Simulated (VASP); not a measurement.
# MnO2 (P4_2/mnm) in VASP: electric field gradients with PBE+U

Aim: the electric field gradients of MnO2 with PBE+U.

Program: VASP 6.6.1. These are calculated values, not measurements. Logs are shortened: lines on timing, memory, paths and dates and some standing lists are left out, and cuts for length are marked.

## Step 1: The cell of the first run

The structure is tetragonal, space group P4_2/mnm (No. 136). Conventional cell: a = 4.396 Å, b = 4.396 Å, c = 2.871 Å, α = 90.00°, β = 90.00°, γ = 90.00°. Mn (site symmetry mmm) has 6 O at 1.88 to 1.90 Å within 2.5 Å. O (site symmetry m2m) has 3 Mn at 1.88 to 1.90 Å and 1 O at 2.42 Å within 2.5 Å.

## Step 2: Electric field gradients, PBE+U, collinear spin, antiferromagnetic start

The input, INCAR:

```
SYSTEM = MnO2
PREC     = Accurate       ! precision mode
ENCUT    = 520            ! plane-wave cutoff, eV
EDIFF    = 1E-8           ! SCF threshold, eV
ISMEAR   = -1             ! smearing method
SIGMA    = 0.05           ! smearing width, eV
LREAL    = .FALSE.        ! projectors in reciprocal space
LASPH    = .TRUE.         ! aspherical terms in the spheres
NELM     = 150            ! most SCF steps
ALGO     = Normal         ! electronic algorithm
ISIF     = 2              ! what is computed and relaxed
LWAVE    = .FALSE.        ! write WAVECAR
LCHARG   = .FALSE.        ! write CHGCAR
ISPIN    = 2              ! spin polarisation
MAGMOM   = 3 -3 0 0 0 0   ! initial moments
LORBIT   = 11             ! projections on sites
LMAXMIX  = 4              ! l up to which the mixer works
LDAU     = .TRUE.         ! DFT+U
LDAUTYPE = 2            
LDAUL    = 2 -1           ! shell
LDAUU    = 3.9 0          ! U, eV
LDAUJ    = 0 0          
LDAUPRINT= 1            
GGA      = PE             ! functional
LEFG     = .TRUE.       
NBANDS   = 38             ! bands
KPAR     = 4
```

The input, KPOINTS:

```
Automatic mesh
0
G
  8 8 11
  0 0 0
```

The input, POSCAR:

```
MnO2
1.0
    4.3960000000      0.0000000000      0.0000000000
    0.0000000000      4.3960000000      0.0000000000
    0.0000000000      0.0000000000      2.8710000000
Mn O
2 4
Direct
    0.0000000000      0.0000000000      0.0000000000
    0.5000000000      0.5000000000      0.5000000000
    0.3049923011      0.3049923011      0.0000000000
    0.1950076989      0.8049923011      0.5000000000
    0.6950076989      0.6950076989      0.0000000000
    0.8049923011      0.1950076989      0.5000000000
```

Potentials or basis: VASP PAW PBE potentials, release 64 (Mn_pv, O).

Command:

```console
$ cat potpaw_PBE.64/Mn_pv/POTCAR potpaw_PBE.64/O/POTCAR > POTCAR
$ mpirun -np 4 vasp_std > vasp.out
```

OUTCAR:

```text
SYSTEM = MnO2
   PREC = Accurate
   ENCUT = 520
   EDIFF = 1E-8
   ISMEAR = -1
   LREAL = .FALSE.
   LASPH = .TRUE.
   NELM = 150
   ISIF = 2
   ISPIN = 2
   LORBIT = 11
   GGA = PE

 ion  position               nearest neighbor table
   1  0.000  0.000  0.000-   4 1.88   6 1.88   4 1.88   6 1.88   5 1.90   3 1.90
   2  0.500  0.500  0.500-   3 1.88   5 1.88   3 1.88   5 1.88   4 1.90   6 1.90
   3  0.305  0.305  0.000-   2 1.88   2 1.88   1 1.90
   4  0.195  0.805  0.500-   1 1.88   1 1.88   2 1.90
   5  0.695  0.695  0.000-   2 1.88   2 1.88   1 1.90
   6  0.805  0.195  0.500-   1 1.88   1 1.88   2 1.90

  LATTYP: Found a simple tetragonal cell.
 ALAT       =     4.3960000000
 C/A-ratio  =     0.6530937216

  Lattice vectors:

 A1 = (   4.3960000000,   0.0000000000,   0.0000000000)
 A2 = (   0.0000000000,   4.3960000000,   0.0000000000)
 A3 = (   0.0000000000,   0.0000000000,   2.8710000000)

Analysis of symmetry for initial positions (statically):
=====================================================================
 Subroutine PRICEL returns:
 Original cell was already a primitive cell.

 Routine SETGRP: Setting up the symmetry group for a
 simple tetragonal supercell.

 Subroutine GETGRP returns: Found 16 space group operations
 (whereof  8 operations were pure point group operations)
 out of a pool of 16 trial point group operations.

The static configuration has the point symmetry D_2h.
 The point group associated with its full space group is D_4h.

Analysis of symmetry for dynamics (positions and initial velocities):
=====================================================================
 Subroutine PRICEL returns:
 Original cell was already a primitive cell.

 Routine SETGRP: Setting up the symmetry group for a
 simple tetragonal supercell.

 Subroutine GETGRP returns: Found 16 space group operations
 (whereof  8 operations were pure point group operations)
 out of a pool of 16 trial point group operations.

The dynamic configuration has the point symmetry D_2h.
 The point group associated with its full space group is D_4h.

Analysis of structural, dynamic, and magnetic symmetry:
=====================================================================
 Subroutine PRICEL returns:
 Original cell was already a primitive cell.

 Routine SETGRP: Setting up the symmetry group for a
 simple tetragonal supercell.

 Subroutine GETGRP returns: Found 16 space group operations
 (whereof  8 operations were pure point group operations)
 out of a pool of 16 trial point group operations.

The overall configuration has the point symmetry D_2h.
 The point group associated with its full space group is D_4h.

 Subroutine INISYM returns: Found 16 space group operations
 (whereof  8 operations are pure point group operations),
 and found     1 'primitive' translations

----------------------------------------------------------------------------------------

                                     Primitive cell

  volume of cell :      55.4815

  direct lattice vectors                    reciprocal lattice vectors
     4.396000000  0.000000000  0.000000000     0.227479527  0.000000000  0.000000000
     0.000000000  4.396000000  0.000000000     0.000000000  0.227479527  0.000000000
     0.000000000  0.000000000  2.871000000     0.000000000  0.000000000  0.348310693

  length of vectors
     4.396000000  4.396000000  2.871000000     0.227479527  0.227479527  0.348310693

[... 191 lines left out ...]
  o =  0.3478  v =  0.0000 -0.7071  0.0000 -0.7071 -0.0000  0.0000  0.0000  0.0000  0.0000  0.0000      0.0000  0.0000  0.0000  0.0000  0.0000  0.0000  0.0000  0.0000  0.0000  0.0000
  o =  0.4845  v =  0.0000  0.0000  0.0000  0.0000  0.0000 -0.8512  0.0000 -0.5248  0.0000  0.0000      0.0000  0.0000  0.0000  0.0000  0.0000  0.0000  0.0000  0.0000  0.0000  0.0000
  o =  0.4962  v =  0.0000  0.0000  0.0000  0.0000  0.0000  0.0000 -0.7071  0.0000 -0.7071 -0.0000      0.0000  0.0000  0.0000  0.0000  0.0000  0.0000  0.0000  0.0000  0.0000  0.0000
  o =  0.9606  v =  0.0000  0.0000  0.0000  0.0000  0.0000 -0.5248  0.0000  0.8512  0.0000 -0.0000      0.0000  0.0000  0.0000  0.0000  0.0000  0.0000  0.0000  0.0000  0.0000  0.0000
  o =  0.9658  v =  0.0000  0.0000  0.0000  0.0000  0.0000  0.0000 -0.7071  0.0000  0.7071 -0.0000      0.0000  0.0000  0.0000  0.0000  0.0000  0.0000  0.0000  0.0000  0.0000  0.0000
  o =  0.9664  v =  0.0000  0.0000  0.0000  0.0000  0.0000  0.0000  0.0000 -0.0000  0.0000 -1.0000      0.0000  0.0000  0.0000  0.0000  0.0000  0.0000  0.0000  0.0000  0.0000  0.0000

 number of electron      49.9999965 magnetization       0.0000000

 Free energy of the ion-electron system (eV)
  ---------------------------------------------------
  ext. energy  EPLUGINS =         0.00000000
  ---------------------------------------------------
  free energy    TOTEN  =       -42.31217786 eV

  energy without entropy =      -42.31206459  energy(sigma->0) =      -42.31212122

 E-fermi :   5.3232     XC(G=0): -12.0246

 val. band max:        5.1302076094   @ k =   0.0000   0.0000   0.0000
 cond. band min:       5.4739370902   @ k =   0.0000   0.0000   0.0000
 fundamental gap:      0.3437294808
 Fermi energy:         5.3231767140

 spin component 1

 k-point     1 :       0.0000    0.0000    0.0000
  band No.  band energies     occupation
      1     -45.7628      1.00000
      2     -45.7071      1.00000
      3     -45.6572      1.00000
      4     -42.5424      1.00000
      5     -42.4621      1.00000
      6     -42.4586      1.00000
[... 1913 lines left out ...]
     36      18.6506      0.00000
     37      21.0426      0.00000

 [... further k-points ...]

 [bands above 37 left out]

------------------------ aborting loop because EDIFF is reached ----------------------------------------

  FORCE on cell =-STRESS in cart. coord.  units (eV):
  Direction    XX          YY          ZZ          XY          YZ          ZX
  --------------------------------------------------------------------------------------
  -------------------------------------------------------------------------------------
  Total        3.1790404      3.1790404      4.7540370     -0.0000000      0.0000000      0.0000000
  in kB       91.8032525     91.8032525    137.2854709     -0.0000000      0.0000000      0.0000000
  external PRESSURE =     106.9639919 kB  Pullay stress =       0.0000000 kB

 VOLUME and BASIS-vectors are now :
 -----------------------------------------------------------------------------
  energy-cutoff  :      520.00
  volume of cell :       55.48
      direct lattice vectors                 reciprocal lattice vectors
     4.396000000  0.000000000  0.000000000     0.227479527  0.000000000  0.000000000
     0.000000000  4.396000000  0.000000000     0.000000000  0.227479527  0.000000000
     0.000000000  0.000000000  2.871000000     0.000000000  0.000000000  0.348310693

 POSITION                                       TOTAL-FORCE (eV/Angst)
 -----------------------------------------------------------------------------------
      0.00000      0.00000      0.00000         0.000000      0.000000      0.000000
      2.19800      2.19800      1.43550         0.000000      0.000000      0.000000
      1.34075      1.34075      0.00000        -0.075805     -0.075805      0.000000
      0.85725      3.53875      1.43550         0.075805     -0.075805      0.000000
      3.05525      3.05525      0.00000         0.075805      0.075805      0.000000
      3.53875      0.85725      1.43550        -0.075805      0.075805      0.000000
 -----------------------------------------------------------------------------------
    total drift:                                0.000000      0.000000     -0.000000

  FREE ENERGIE OF THE ION-ELECTRON SYSTEM (eV)
  ---------------------------------------------------
  free  energy   TOTEN  =       -42.3121778571 eV

  energy  without entropy=      -42.3120645863  energy(sigma->0) =      -42.31212122

 Electric field gradients (V/A^2)
---------------------------------------------------------------------
 ion       V_xx      V_yy      V_zz      V_xy      V_xz      V_yz
---------------------------------------------------------------------
   1       6.894     6.894   -13.789    -3.188    -0.000     0.000
   2       6.894     6.894   -13.789     3.188    -0.000     0.000
   3     -19.594   -19.594    39.188    95.269    -0.000     0.000
   4     -19.594   -19.594    39.188   -95.269    -0.000     0.000
   5     -19.594   -19.594    39.188    95.269     0.000    -0.000
   6     -19.594   -19.594    39.188   -95.269    -0.000     0.000
---------------------------------------------------------------------

 Electric field gradients after diagonalization (V/A^2)
 (convention: |V_zz| > |V_xx| > |V_yy|)
----------------------------------------------------------------------
 ion       V_xx      V_yy      V_zz     asymmetry (V_yy - V_xx)/ V_zz
----------------------------------------------------------------------
   1      10.083     3.706   -13.789       0.462
   2      10.083     3.706   -13.789       0.462
   3      75.675    39.188  -114.863       0.318
   4      75.675    39.188  -114.863       0.318
   5      75.675    39.188  -114.863       0.318
   6      75.675    39.188  -114.863       0.318
----------------------------------------------------------------------

           NMR quadrupolar parameters

 Cq : quadrupolar parameter    Cq=e*Q*V_zz/h
 eta: asymmetry parameters     (V_yy - V_xx)/ V_zz
 Q  : nuclear electric quadrupole moment in mb (millibarn)
----------------------------------------------------------------------
 ion       Cq(MHz)       eta       Q (mb)
----------------------------------------------------------------------
   1      -0.033       0.462       1.000
   2      -0.033       0.462       1.000
   3      -0.278       0.318       1.000
   4      -0.278       0.318       1.000
   5      -0.278       0.318       1.000
   6      -0.278       0.318       1.000
----------------------------------------------------------------------

 total charge

# of ion       s       p       d       tot
------------------------------------------
    1        0.361   6.481   4.838  11.680
    2        0.361   6.481   4.838  11.680
    3        1.568   3.486   0.000   5.054
    4        1.568   3.486   0.000   5.054
    5        1.568   3.486   0.000   5.054
    6        1.568   3.486   0.000   5.054
--------------------------------------------------
tot          6.992  26.908   9.676  43.576

 magnetization (x)

# of ion       s       p       d       tot
------------------------------------------
    1        0.016   0.028   2.874   2.917
    2       -0.016  -0.028  -2.874  -2.917
    3       -0.001  -0.014   0.000  -0.014
    4        0.001   0.014   0.000   0.014
    5       -0.001  -0.014   0.000  -0.014
    6        0.001   0.014   0.000   0.014
--------------------------------------------------
tot          0.000   0.000   0.000   0.000
```

Wall time 92 s (4 MPI ranks of Oxide Virtual Turin-like, shared host); peak memory 0.36 GiB.

Results:

- Free energy: -42.3122 eV
- Pressure: 10.7 GPa
- Largest force: 0.107 eV/Å
- Band gap on the k mesh: 0.34 eV
- Net moment: 0.00 μB per cell
- Site moments: Mn +2.92, -2.92; O -0.01, +0.01 (each value once) μB
- Largest electric field gradient by atom: Mn -13.8; O -114.9 V/Å²
- Valence electrons inside the program's atomic spheres: Mn 11.68; O 5.05

Forces in eV/Å, atoms in the order of the input:
```
Mn   0.000  0.000  0.000
Mn   0.000  0.000  0.000
O   -0.076 -0.076  0.000
O    0.076 -0.076  0.000
O    0.076  0.076  0.000
O   -0.076  0.076  0.000
```

Electric field gradients, principal values (V/Å²):
```tsv
atom	least	middle	greatest (by size)
1 Mn	3.706	10.083	-13.789
2 Mn	3.706	10.083	-13.789
3 O	39.188	75.675	-114.863
4 O	39.188	75.675	-114.863
5 O	39.188	75.675	-114.863
6 O	39.188	75.675	-114.863
```

Eigenvalues of the final occupation matrices:
| site | spin | trace | eigenvalues |
| --- | --- | --- | --- |
| site 1 d | 1 | 3.87 | 0.48 0.50 0.96 0.97 0.97 |
| site 1 d | 2 | 1.00 | 0.07 0.12 0.13 0.33 0.35 |
| site 2 d | 1 | 1.00 | 0.07 0.12 0.13 0.33 0.35 |
| site 2 d | 2 | 3.87 | 0.48 0.50 0.96 0.97 0.97 |

Caveat: the cell stands under pressure; without QUAD_EFG the Cq values of the log hold for a quadrupole moment of 1 mb, not for the nuclei.
